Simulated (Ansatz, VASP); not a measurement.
**One calculation of Ga2SnO3, two programs**

```
Ga Sn O
1.0
     3.33683    0.00000    0.00000
    -1.66842    2.88978    0.00000
     0.00000    0.00000    8.51785
Ga Sn O
2 1 3
Direct
  0.33333 0.66667 0.16470
  0.66667 0.33333 0.83530
  0.00000 0.00000 0.50000
  0.33333 0.66667 0.66500
  0.66667 0.33333 0.33500
  0.00000 0.00000 0.00000
```

Change from the starting cell: species swapped into the NaFe2O3 type (P-3m1, No. 164).

Alike in both runs: task relaxation of cell and atoms; functional PBE; k mesh 6 × 6 × 2; occupations gaussian, width 0.1 eV; no spin polarisation.

```csv
,VASP,Ansatz
version,VASP 6.6.1,Ansatz 0.2.0
potentials or method,"VASP PAW PBE potentials, release 64 (Ga_d, Sn_d, O), cutoff 600 eV","scalar-relativistic, plane waves, PAW"
valence electrons in the cell,58,58
```

```csv
,VASP,Ansatz,Ansatz less VASP
"gap on the k mesh at the Fermi level, each at its own relaxed structure (eV)",none,none,-
relaxed volume (Å³/atom),14.72,16.44,+1.726
relaxed length of the cell vector where the two differ most in proportion (Å),10.862,12.269,+1.4074
```

A gap of «none» marks a metal or a gap that the smearing closes. One of these differences is far larger than is usual between the two programs; its cause wasn't traced.

The k mesh is coarse, so the values compare programs but aren't converged.
